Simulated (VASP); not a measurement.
C:

```xyz
4
Lattice="1.2280 -2.1271 0.0000 1.2280 2.1271 0.0000 0.0000 0.0000 7.1733" Properties=species:S:1:pos:R:3 pbc="T T T"
C     1.2280    1.7724    5.4025
C     1.2280   -0.3547    1.7708
C     1.2280   -1.7724    1.7708
C     1.2280    0.3547    5.4025
```

```yaml
Program: VASP 6.6.1
Task: relaxation of cell and atoms
Functional: LDA
Potentials_or_basis: VASP PAW LDA potentials, release 64 (C_h)
Cutoff: 910 eV
k_mesh: 1 × 1 × 1
Occupations: gaussian, width 0.1 eV
Spin: no spin polarisation
```

At the start: pressure 20.7 GPa; volume 9.37 Å³/atom.

Question: How do energy, volume and symmetry change on relaxing?

Answer: Over 19 steps the energy falls by 55.3 meV/atom and the volume is 10.92 Å³/atom (+16.5 %); space group Cmme (No. 67, to 0.05 Å).

The path:
| step | energy change (eV) | largest force (eV/Å) | pressure (GPa) | volume (Å³) |
| --- | --- | --- | --- | --- |
| 1 | 0.0000 | 0.0439 | 20.75 | 37.48 |
| 2 | 0.6627 | 0.2807 | -33.46 | 44.40 |
| 3 | -0.1389 | 0.1047 | 0.62 | 39.44 |
| 4 | -0.1394 | 0.0989 | 1.64 | 39.33 |
| 5 | -0.1610 | 0.7368 | 1.14 | 40.05 |
| 6 | -0.1642 | 1.3034 | 0.88 | 40.54 |
| 7 | -0.1674 | 1.2651 | 0.84 | 40.62 |
| 8 | -0.1765 | 1.1501 | 0.73 | 40.87 |
| 9 | -0.1919 | 0.9207 | 0.52 | 41.37 |
| 10 | -0.2125 | 0.4637 | 0.16 | 42.38 |
| 11 | -0.2175 | 0.4423 | -0.39 | 44.39 |
| 12 | -0.2209 | 0.1005 | -0.19 | 43.63 |
| 13 | -0.2209 | 0.0727 | -0.19 | 43.57 |
| 14 | -0.2209 | 0.0320 | -0.12 | 43.60 |
| 15 | -0.2210 | 0.0340 | -0.03 | 43.65 |
| 16 | -0.2210 | 0.0264 | -0.04 | 43.65 |
| 17 | -0.2210 | 0.0233 | -0.05 | 43.65 |
| 18 | -0.2210 | 0.0159 | -0.01 | 43.66 |
| 19 | -0.2210 | 0.0093 | 0.02 | 43.67 |

Final structure:
```cif
data_structure
_symmetry_space_group_name_H-M 'P 1'
_symmetry_Int_Tables_number 1
_cell_length_a 2.5076
_cell_length_b 2.5076
_cell_length_c 8.0167
_cell_angle_alpha 90.000
_cell_angle_beta 90.000
_cell_angle_gamma 119.976
_cell_volume 43.67
loop_
_atom_site_label
_atom_site_type_symbol
_atom_site_fract_x
_atom_site_fract_y
_atom_site_fract_z
_atom_site_occupancy
C1 C 0.08333 0.91667 0.75244 1
C2 C 0.58333 0.41667 0.24756 1
C3 C 0.91667 0.08333 0.24756 1
C4 C 0.41667 0.58333 0.75244 1
```

Caveat: the k points lie up to 2.89 Å⁻¹ apart in the final cell; the cutoff is under 1.25 times the usual one of these potentials, so pressure, stress and relaxed cells hold a basis-set (Pulay) error; the volume moved by over 15 % at a fixed basis, so the end points are rough.
